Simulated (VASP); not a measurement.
# NbC4 (P-43m) in VASP: a series of runs

The runs below take NbC4 through single point, relaxation of cell and atoms, with PBE.

Everything below comes from runs of VASP 6.6.1. Logs are shortened: lines on timing, memory, paths and dates and some standing lists are left out, and cuts for length are marked.

## 1. The cell of the first run

It takes space group P-43m (No. 215, cubic). The conventional cell has a = 3.605 Å, b = 3.605 Å, c = 3.605 Å, α = 90.00°, β = 90.00°, γ = 90.00°. Within 2.9 Å of Nb (site symmetry -43m) lie 4 C at 2.18 Å. Within 2.1 Å of C (site symmetry 3m) lie 3 C at 1.54 Å.

## 2. Single point, PBE

INCAR reads:

```
SYSTEM = NbC4
PREC = Accurate
ENCUT = 520
EDIFF = 1E-7
ISMEAR = 0
SIGMA = 0.1
LREAL = .FALSE.
LASPH = .TRUE.
NELM = 60
ALGO = Normal
ISIF = 2
LWAVE = .FALSE.
LCHARG = .TRUE.
GGA = PE
LELF = .TRUE.
LVHAR = .TRUE.
NBANDS = 22
```

KPOINTS reads:

```
regular mesh
0
G
  10 10 10
  0 0 0
```

POSCAR reads:

```
NbC4
1.0
    3.6052813397      0.0000000000      0.0000000000
    0.0000000000      3.6052813397      0.0000000000
    0.0000000000      0.0000000000      3.6052813397
Nb C
1 4
Direct
    0.0000000000      0.0000000000      0.0000000000
    0.3489903008      0.6510096992      0.6510096992
    0.6510096992      0.3489903008      0.6510096992
    0.6510096992      0.6510096992      0.3489903008
    0.3489903008      0.3489903008      0.3489903008
```

Potentials or basis: VASP PAW PBE potentials, release 64 (Nb_sv, C).

The run is started by

```sh
cat potpaw_PBE.64/Nb_sv/POTCAR potpaw_PBE.64/C/POTCAR > POTCAR
mpirun -np 1 vasp_std > vasp.out
```

OUTCAR:

```text
SYSTEM = NbC4
   PREC = Accurate
   ENCUT = 520
   EDIFF = 1E-7
   ISMEAR = 0
   LREAL = .FALSE.
   LASPH = .TRUE.
   NELM = 60
   ISIF = 2
   GGA = PE

 ion  position               nearest neighbor table
   1  0.000  0.000  0.000-   2 2.18   3 2.18   4 2.18   5 2.18
   2  0.349  0.651  0.651-   3 1.54   4 1.54   5 1.54   1 2.18
   3  0.651  0.349  0.651-   2 1.54   4 1.54   5 1.54   1 2.18
   4  0.651  0.651  0.349-   2 1.54   3 1.54   5 1.54   1 2.18
   5  0.349  0.349  0.349-   2 1.54   3 1.54   4 1.54   1 2.18

  LATTYP: Found a simple cubic cell.
 ALAT       =     3.6052813397

  Lattice vectors:

 A1 = (   3.6052813397,   0.0000000000,   0.0000000000)
 A2 = (   0.0000000000,   3.6052813397,   0.0000000000)
 A3 = (   0.0000000000,   0.0000000000,   3.6052813397)

Analysis of symmetry for initial positions (statically):
=====================================================================
 Subroutine PRICEL returns:
 Original cell was already a primitive cell.

 Routine SETGRP: Setting up the symmetry group for a
 simple cubic supercell.

 Subroutine GETGRP returns: Found 24 space group operations
 (whereof 24 operations were pure point group operations)
 out of a pool of 48 trial point group operations.

The static configuration has the point symmetry T_d .

Analysis of symmetry for dynamics (positions and initial velocities):
=====================================================================
 Subroutine PRICEL returns:
 Original cell was already a primitive cell.

 Routine SETGRP: Setting up the symmetry group for a
 simple cubic supercell.

 Subroutine GETGRP returns: Found 24 space group operations
 (whereof 24 operations were pure point group operations)
 out of a pool of 48 trial point group operations.

The dynamic configuration has the point symmetry T_d .

 Subroutine INISYM returns: Found 24 space group operations
 (whereof 24 operations are pure point group operations),
 and found     1 'primitive' translations

----------------------------------------------------------------------------------------

                                     Primitive cell

  volume of cell :      46.8616

  direct lattice vectors                    reciprocal lattice vectors
     3.605281340  0.000000000  0.000000000     0.277370864  0.000000000  0.000000000
     0.000000000  3.605281340  0.000000000     0.000000000  0.277370864  0.000000000
     0.000000000  0.000000000  3.605281340     0.000000000  0.000000000  0.277370864
[... 87 lines left out ...]
   LASPH  =      T    aspherical Exc in radial PAW
   ENCUT  =  520.0 eV  38.22 Ry    6.18 a.u.   6.70  6.70  6.70*2*pi/ulx,y,z
   NELM   =     60;   NELMIN=  2; NELMDL= -5     # of ELM steps
   EDIFF  = 0.1E-06   stopping-criterion for ELM
   LREAL  =      F    real-space projection
   EDIFFG = 0.1E-05   stopping-criterion for IOM
   NSW    =      0    number of steps for IOM
   IBRION =     -1    ionic relax: 0-MD 1-quasi-New 2-CG
   NFREE  =      0    steps in history (QN), initial steepest desc. (CG)
   ISIF   =      2    stress and relaxation
   ISYM   =      2    0-nonsym 1-usesym 2-fastsym
   POTIM  = 0.5000    time-step for ionic-motion
   TEBEG  =    0.0;   TEEND  =   0.0 temperature during run
   PSTRESS=    0.0 pullay stress
   NELECT =      29.0000    total number of electrons
   NUPDOWN=      -1.0000    fix difference up-down
   EMIN   =  10.00;   EMAX   =-10.00  energy-range for DOS
   EFERMI =   0.00;   METHOD = LEGACY
   ISMEAR =     0;   SIGMA  =   0.10  broadening in eV -4-tet -1-fermi 0-gaus
   EFERMI_NEDOS =   21; number of points for ismear=-14 and -15
   IALGO  =     38    algorithm
   IMIX   =      4    mixing-type and parameters
     AMIX     =   0.40;   BMIX     =  1.00
     AMIX_MAG =   1.60;   BMIX_MAG =  1.00
  volume/ion in A,a.u.               =       9.37        63.25
  Fermi-wavevector in a.u.,A,eV,Ry     =   1.395088  2.636334 26.480626  1.946271
  Thomas-Fermi vector in A             =   2.518574
   LORBIT       =      0    0 simple, 1 ext, 2 COOP (PROOUT), +10 PAW based schemes
   GGA     = PE    functional components
   LHFCALC =     F    Hartree Fock is set to
   AEXX    =    0.0000 exact exchange contribution
   IVDW    =     0    specifies the selected vdW correction
   LEPSILON=     F    determine dielectric tensor
   LRPA    =     F    only Hartree local field effects (RPA)
 non-spin polarized calculation
 Gauss-broadening in eV      SIGMA  =   0.10
  energy-cutoff  :      520.00
  volume of cell :       46.86
 maximum number of plane-waves:      1328
 NGX is ok and might be reduce to    28
   NGX = 13   NGY = 13   NGZ = 13

 number of electron      29.0000003 magnetization

 Free energy of the ion-electron system (eV)
  ---------------------------------------------------
  ext. energy  EPLUGINS =         0.00000000
  ---------------------------------------------------
  free energy    TOTEN  =       -39.50549636 eV

  energy without entropy =      -39.49625993  energy(sigma->0) =      -39.50087814

 E-fermi :   8.9849     XC(G=0): -12.1659

 val. band max:        8.9772354248   @ k =   0.2000   0.2000   0.0000
 cond. band min:       8.9920410019   @ k =   0.5000   0.4000   0.4000
 fundamental gap:      0.0148055772
 Fermi energy:         8.9849439757

 k-point     1 :       0.0000    0.0000    0.0000
  band No.  band energies     occupation
      1     -47.0850      2.00000
      2     -23.0820      2.00000
      3     -23.0820      2.00000
      4     -23.0820      2.00000
      5     -12.0606      2.00000
      6       0.1747      2.00000
[... 589 lines left out ...]
     21      15.5922      0.00000
     22      16.3786      0.00000

 [... further k-points ...]
[... 5 lines left out ...]
  --------------------------------------------------------------------------------------
  -------------------------------------------------------------------------------------
  Total        0.0639915      0.0639915      0.0639915     -0.0000000     -0.0000000     -0.0000000
  in kB        2.1878388      2.1878388      2.1878388     -0.0000000     -0.0000000     -0.0000000
  external PRESSURE =       2.1878388 kB  Pullay stress =       0.0000000 kB

 VOLUME and BASIS-vectors are now :
 -----------------------------------------------------------------------------
  energy-cutoff  :      520.00
  volume of cell :       46.86
      direct lattice vectors                 reciprocal lattice vectors
     3.605281340  0.000000000  0.000000000     0.277370864  0.000000000  0.000000000
     0.000000000  3.605281340  0.000000000     0.000000000  0.277370864  0.000000000
     0.000000000  0.000000000  3.605281340     0.000000000  0.000000000  0.277370864

 POSITION                                       TOTAL-FORCE (eV/Angst)
 -----------------------------------------------------------------------------------
      0.00000      0.00000      0.00000        -0.000000     -0.000000      0.000000
      1.25821      2.34707      2.34707        -0.081080      0.081080      0.081080
      2.34707      1.25821      2.34707         0.081080     -0.081080      0.081080
      2.34707      2.34707      1.25821         0.081080      0.081080     -0.081080
      1.25821      1.25821      1.25821        -0.081080     -0.081080     -0.081080
 -----------------------------------------------------------------------------------
    total drift:                                0.000000      0.000000      0.000000

  FREE ENERGIE OF THE ION-ELECTRON SYSTEM (eV)
  ---------------------------------------------------
  free  energy   TOTEN  =       -39.5054963589 eV

  energy  without entropy=      -39.4962599265  energy(sigma->0) =      -39.50087814
```

OSZICAR:

```text
N       E                     dE             d eps       ncg     rms          rms(c)
DAV:   1     0.204392427011E+03    0.20439E+03   -0.15079E+04  2464   0.128E+03
DAV:   2    -0.331826949286E+02   -0.23758E+03   -0.22738E+03  3152   0.398E+02
DAV:   3    -0.459061478908E+02   -0.12723E+02   -0.12395E+02  3784   0.791E+01
DAV:   4    -0.465422813672E+02   -0.63613E+00   -0.63290E+00  3852   0.162E+01
DAV:   5    -0.465608484442E+02   -0.18567E-01   -0.18555E-01  3716   0.249E+00    0.136E+01
DAV:   6    -0.398405239321E+02    0.67203E+01   -0.26126E+01  3494   0.319E+01    0.581E+00
DAV:   7    -0.396361490584E+02    0.20437E+00   -0.79705E+00  3546   0.177E+01    0.381E+00
DAV:   8    -0.395694467051E+02    0.66702E-01   -0.15131E+00  3686   0.695E+00    0.201E+00
DAV:   9    -0.395216359693E+02    0.47811E-01   -0.69695E-01  3738   0.512E+00    0.714E-01
DAV:  10    -0.395057003153E+02    0.15936E-01   -0.46429E-02  3662   0.149E+00    0.184E-01
DAV:  11    -0.395060916240E+02   -0.39131E-03   -0.11878E-02  3904   0.637E-01    0.144E-01
DAV:  12    -0.395054932058E+02    0.59842E-03   -0.25620E-03  3626   0.319E-01    0.363E-02
DAV:  13    -0.395055465236E+02   -0.53318E-04   -0.15192E-04  3662   0.100E-01    0.390E-02
DAV:  14    -0.395054961809E+02    0.50343E-04   -0.19413E-04  3732   0.830E-02    0.455E-03
DAV:  15    -0.395054969084E+02   -0.72753E-06   -0.85171E-06  3150   0.195E-02    0.366E-03
DAV:  16    -0.395054964461E+02    0.46231E-06   -0.70101E-07  3318   0.599E-03    0.116E-03
DAV:  17    -0.395054963350E+02    0.11106E-06   -0.12292E-07  2248   0.247E-03    0.432E-04
DAV:  18    -0.395054963589E+02   -0.23878E-07   -0.19961E-08  2102   0.150E-03
   1 F= -.39505496E+02 E0= -.39500878E+02  d E =-.923643E-02
```

Run time: 41 s. Hardware: 1 thread of AMD EPYC 9R45 (Zen 5), shared host; peak memory 0.16 GiB.

What came out:

```
Free energy   : -39.5055 eV
Pressure      : 0.2 GPa
Largest force : 0.140 eV/Å
```

Forces on the atoms (eV/Å):
```
Nb   0.000  0.000  0.000
C   -0.081  0.081  0.081
C    0.081 -0.081  0.081
C    0.081  0.081 -0.081
C   -0.081 -0.081 -0.081
```

Levels at points of the mesh, in eV from the Fermi level:
| k point | band 13 | band 14 | band 15 | band 16 | band 17 | band 18 |
| --- | --- | --- | --- | --- | --- | --- |
| (0.00, 0.00, 0.00) | -2.99 | -2.99 | 1.35 | 1.35 | 2.92 | 2.92 |
| (0.50, 0.00, 0.00) | -2.78 | -2.51 | -1.51 | 0.79 | 1.75 | 1.75 |
| (0.50, 0.50, 0.00) | -1.11 | 0.35 | 0.73 | 1.31 | 2.26 | 2.26 |
| (0.50, 0.50, 0.50) | 0.30 | 0.30 | 1.23 | 1.23 | 1.23 | 1.88 |

## 3. Relaxation of cell and atoms, PBE

This run uses another cell than the first one, of 9.35 Å³/atom, 0.997 times its volume.

INCAR reads:

```
SYSTEM = NbC4
PREC     = Accurate       ! precision mode
ENCUT    = 600            ! plane-wave cutoff, eV
EDIFF    = 1E-6           ! SCF threshold, eV
ISMEAR   = 0              ! smearing method
SIGMA    = 0.1            ! smearing width, eV
LREAL    = .FALSE.        ! projectors in reciprocal space
LASPH    = .TRUE.         ! aspherical terms in the spheres
NELM     = 80             ! most SCF steps
ALGO     = Normal         ! electronic algorithm
ISIF     = 3              ! what is computed and relaxed
LWAVE    = .FALSE.        ! write WAVECAR
LCHARG   = .FALSE.        ! write CHGCAR
GGA      = PE             ! functional
IBRION   = 2              ! ionic algorithm
NSW      = 90             ! ionic steps
EDIFFG   = -0.04          ! ionic threshold
```

KPOINTS reads:

```
regular mesh
0
G
  6 6 6
  0 0 0
```

POSCAR reads:

```
NbC4
1.0
    3.6022330744      0.0000000000      0.0000000000
    0.0000000000      3.6022330744      0.0000000000
    0.0000000000      0.0000000000      3.6022330744
Nb C
1 4
Direct
    0.0000000000      0.0000000000      0.0000000000
    0.3487339855      0.6512660145      0.6512660145
    0.6512660145      0.3487339855      0.6512660145
    0.6512660145      0.6512660145      0.3487339855
    0.3487339855      0.3487339855      0.3487339855
```

Potentials or basis: VASP PAW PBE potentials, release 64 (Nb_sv, C).

The run is started by

```sh
cat potpaw_PBE.64/Nb_sv/POTCAR potpaw_PBE.64/C/POTCAR > POTCAR
mpirun -np 1 vasp_std > vasp.out
```

Run time: 29 s. Hardware: 1 thread of AMD EPYC 9R45 (Zen 5), shared host; peak memory 0.15 GiB.

The run converged. Its results:

```
Free energy                            : -39.5219 eV
Relaxed volume                         : 9.36 Å³/atom
Relaxed cell                           : a = 3.603 Å, b = 3.603 Å, c = 3.603 Å, α = 90.00°, β = 90.00°, γ = 90.00°
Space group after relaxing (to 0.05 Å) : P-43m (No. 215)
Energy gained by relaxing              : 0.0 meV/atom
Ionic steps                            : 3
Pressure after relaxing                : 0.1 GPa
Largest force after relaxing           : 0.010 eV/Å
```

Forces on the atoms (eV/Å):
```
Nb   0.000  0.000  0.000
C    0.006 -0.006 -0.006
C   -0.006  0.006 -0.006
C   -0.006 -0.006  0.006
C    0.006  0.006  0.006
```

The path:
```csv
step,energy change (eV),largest force (eV/Å),pressure (GPa),volume (Å³)
1,0.0000,0.0464,0.42,46.74
2,0.0007,0.1655,-0.76,46.91
3,-0.0001,0.0104,0.09,46.79
```

Final structure:
```
Nb C
1.0
     3.60340    0.00000    0.00000
     0.00000    3.60340    0.00000
     0.00000    0.00000    3.60340
Nb C
1 4
Direct
  0.00000 0.00000 0.00000
  0.34864 0.65136 0.65136
  0.65136 0.34864 0.65136
  0.65136 0.65136 0.34864
  0.34864 0.34864 0.34864
```

Levels at points of the mesh, in eV from the Fermi level:
```tsv
k point	band 10	band 11	band 12	band 13	band 14	band 15	band 16	band 17	band 18
(0.00, 0.00, 0.00)	-5.70	-5.70	-2.93	-2.93	-2.93	1.43	1.43	3.00	3.00
(0.50, 0.00, 0.00)	-3.91	-3.43	-3.43	-2.72	-2.44	-1.45	0.86	1.82	1.82
(0.50, 0.50, 0.00)	-6.20	-4.53	-4.53	-1.04	0.43	0.80	1.39	2.32	2.32
(0.50, 0.50, 0.50)	-4.62	-4.62	-3.25	0.37	0.37	1.31	1.31	1.31	1.96
```

## 4. Single point, PBE, collinear spin, ferromagnetic start

INCAR reads:

```
PREC = Accurate
ENCUT = 520
EDIFF = 1E-6
ISMEAR = 0
SIGMA = 0.1
LREAL = F
LASPH = T
NELM = 150
ALGO = Normal
ISIF = 2
LWAVE = F
LCHARG = T
ISPIN = 2
MAGMOM = 1 0 0 0 0
LORBIT = 11
LMAXMIX = 4
GGA = PE
LELF = T
LVHAR = T
NBANDS = 26
```

KPOINTS reads:

```
Automatic mesh
0
Gamma
  6 6 6
```

POSCAR reads:

```
NbC4
1.0
    3.6072856370      0.0000000000      0.0000000000
    0.0000000000      3.6072856370      0.0000000000
    0.0000000000      0.0000000000      3.6072856370
Nb C
1 4
Direct
    0.0000000000      0.0000000000      0.0000000000
    0.3489842254      0.6510157746      0.6510157746
    0.6510157746      0.3489842254      0.6510157746
    0.6510157746      0.6510157746      0.3489842254
    0.3489842254      0.3489842254      0.3489842254
```

The run is started by

```sh
cat potpaw_PBE.64/Nb_sv/POTCAR potpaw_PBE.64/C/POTCAR > POTCAR
mpirun -np 1 vasp_std > vasp.out
```

It took 34 s on 1 thread of AMD EPYC 9R45 (Zen 5), shared host; peak memory 0.16 GiB.

Results (log left out):

| Property | Result |
| --- | --- |
| Free energy | -39.5151 eV |
| Pressure | -0.1 GPa |
| Largest force | 0.136 eV/Å |
| Net moment | 0.00 μB per cell |
| Valence electrons inside the program's atomic spheres | Nb 10.49; C 2.46 |

Forces in eV/Å, atoms in the order of the input:
```
Nb   0.000  0.000  0.000
C   -0.078  0.078  0.078
C    0.078 -0.078  0.078
C    0.078  0.078 -0.078
C   -0.078 -0.078 -0.078
```

Levels at points of the mesh, in eV from the Fermi level:
Spin up:
```csv
k point,band 10,band 11,band 12,band 13,band 14,band 15,band 16,band 17,band 18,band 19
"(0.00, 0.00, 0.00)",-5.67,-5.67,-2.91,-2.91,-2.91,1.42,1.42,2.98,2.98,2.98
"(0.50, 0.00, 0.00)",-3.88,-3.42,-3.42,-2.70,-2.44,-1.44,0.85,1.81,1.81,1.84
"(0.50, 0.50, 0.00)",-6.17,-4.50,-4.50,-1.04,0.42,0.80,1.38,2.33,2.33,4.36
"(0.50, 0.50, 0.50)",-4.60,-4.60,-3.25,0.37,0.37,1.30,1.30,1.30,1.94,1.94
```
Spin down:
```tsv
k point	band 10	band 11	band 12	band 13	band 14	band 15	band 16	band 17	band 18	band 19
(0.00, 0.00, 0.00)	-5.67	-5.67	-2.91	-2.91	-2.91	1.42	1.42	2.98	2.98	2.98
(0.50, 0.00, 0.00)	-3.88	-3.42	-3.42	-2.70	-2.43	-1.44	0.85	1.81	1.81	1.84
(0.50, 0.50, 0.00)	-6.17	-4.50	-4.50	-1.04	0.42	0.80	1.38	2.33	2.33	4.36
(0.50, 0.50, 0.50)	-4.60	-4.60	-3.25	0.37	0.37	1.30	1.30	1.30	1.94	1.94
```

[end of part 1 of 3]
